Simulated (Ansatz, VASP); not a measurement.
## Two plane-wave programs on Al3B2W

The input INCAR:

```
PREC = Accurate
ENCUT = 600
EDIFF = 1E-6
ISMEAR = 0
SIGMA = 0.1
LREAL = False
LASPH = True
NELM = 80
ALGO = Fast
ISIF = 3
LWAVE = False
LCHARG = False
GGA = PE
IBRION = 2
NSW = 80
EDIFFG = -0.001
```

The input KPOINTS:

```
regular mesh
0
Gamma
  10 10 6
```

File POSCAR:

```
Al3B2W
1.0
    4.6393052349     -1.6183721046     -0.0008673062
    4.6393052349      1.6183721046     -0.0008673062
   -3.9738134654      0.0000000000      4.8364794507
Al B W
3 2 1
Direct
    0.5821020337      0.5821020337      0.8481083096
    0.4234478643      0.4234478643      0.1547904707
    0.1795521668      0.1795521668      0.5901093744
    0.8821809526      0.8821809526      0.8422556912
    0.1092021885      0.1092021885      0.1511173833
    0.8235148541      0.8235148541      0.4136187709
```

Input for Ansatz:

```yaml
crystal:
  lattice:
    - [4.6393052349, -1.6183721046, -0.0008673062]
    - [4.6393052349, 1.6183721046, -0.0008673062]
    - [-3.9738134654, 0.0, 4.8364794507]
  atoms:
    - { symbol: Al, position: [0.5821020337, 0.5821020337, 0.8481083096] }
    - { symbol: Al, position: [0.4234478643, 0.4234478643, 0.1547904707] }
    - { symbol: Al, position: [0.1795521668, 0.1795521668, 0.5901093744] }
    - { symbol: B, position: [0.8821809526, 0.8821809526, 0.8422556912] }
    - { symbol: B, position: [0.1092021885, 0.1092021885, 0.1511173833] }
    - { symbol: W, position: [0.8235148541, 0.8235148541, 0.4136187709] }
basis:
  ecutwfc: 420
kpoints:
  mp_grid: { grid: [10, 10, 6] }
hamiltonian:
  xc: pbe
scf:
  occupations: { method: gaussian, width: 0.1 }
output:
  forces: true
  stress: true
  eigenvalues: true
  write_density: true
  write_potential: true
  elf: true
  volumetric_format: npy
relax:
  adjacent_minimum: "off"
  f_tol: 0.001
  max_steps: 60
  cell: { stress_tol: 0.01 }
```

Alike in both runs: task relaxation of cell and atoms; functional PBE; k mesh 10 × 10 × 6; occupations gaussian, width 0.1 eV; no spin polarisation.

|  | VASP | Ansatz |
| --- | --- | --- |
| version | VASP 6.6.1 | Ansatz 0.2.0 |
| potentials or method | VASP PAW PBE potentials, release 64 (Al, B, W_sv), cutoff 600 eV | scalar-relativistic, plane waves, PAW |
| valence electrons in the cell | 29 | 29 |

```csv
,VASP,Ansatz,Ansatz less VASP
"gap on the k mesh at the Fermi level, each at its own relaxed structure (eV)",none,none,-
relaxed volume (Å³/atom),12.10,12.10,0.000
relaxed length of the cell vector where the two differ most in proportion (Å),6.259,6.260,+0.0009
```

A gap of «none» marks a metal or a gap that the smearing closes.

Spin-orbit coupling is off throughout.
